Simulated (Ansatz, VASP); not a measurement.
## One calculation of La, two programs

INCAR

```
PREC     = Accurate       # precision mode
ENCUT    = 500            # plane-wave cutoff, eV
EDIFF    = 1E-6           # SCF threshold, eV
ISMEAR   = -1             # smearing method
SIGMA    = 0.08           # smearing width, eV
LREAL    = False          # projectors in reciprocal space
LASPH    = True           # aspherical terms in the spheres
NELM     = 200            # most SCF steps
ALGO     = Normal         # electronic algorithm
ISIF     = 2              # what is computed and relaxed
LWAVE    = False          # write WAVECAR
LCHARG   = False          # write CHGCAR
GGA      = PE             # functional
NBANDS   = 12             # bands
GGA_COMPAT= False        
LMAXMIX  = 6              # l up to which the mixer works
```

File KPOINTS:

```
Automatic mesh
0
Gamma
  12 12 12
```

File POSCAR:

```
La
1.0
    2.8849929868      0.0000000000      0.0000000000
    0.0000000000      2.8849929868      0.0000000000
    0.0000000000      0.0000000000      2.8849929868
La
1
Direct
    0.0000000000      0.0000000000      0.0000000000
```

Input for Ansatz:

```yaml
crystal:
  lattice:
    - [2.8849929868, 0.0, 0.0]
    - [0.0, 2.8849929868, 0.0]
    - [0.0, 0.0, 2.8849929868]
  atoms:
    - { symbol: La, position: [0.0, 0.0, 0.0] }
kpoints:
  mp_grid: { grid: [12, 12, 12] }
scf:
  occupations: { method: fermi_dirac, width: 0.08 }
hamiltonian:
  xc: pbe
  pseudopotentials: { kind: all_electron, lapw: { basis_error: 0.001 } }
output:
  forces: true
  stress: true
  eigenvalues: true
  populations: true
```

Change from the starting cell: volume scaled by 0.65, LAPW.

Alike in both runs: task single point; functional PBE; k mesh 12 × 12 × 12; occupations fermi-dirac, width 0.08 eV; no spin polarisation.

|  | VASP | Ansatz |
| --- | --- | --- |
| version | VASP 6.6.1 | Ansatz 0.2.0 |
| potentials or method | VASP PAW PBE potentials, release 64 (La), cutoff 500 eV | all-electron LAPW, scalar-relativistic |

Ansatz gave:

```
pressure (GPa) : 22.2
```

Task: Which values does VASP return?

Result: Pressure (GPa): 22.3.

Ansatz ran all-electron here, and VASP with PAW potentials.

Spin-orbit coupling is off throughout.
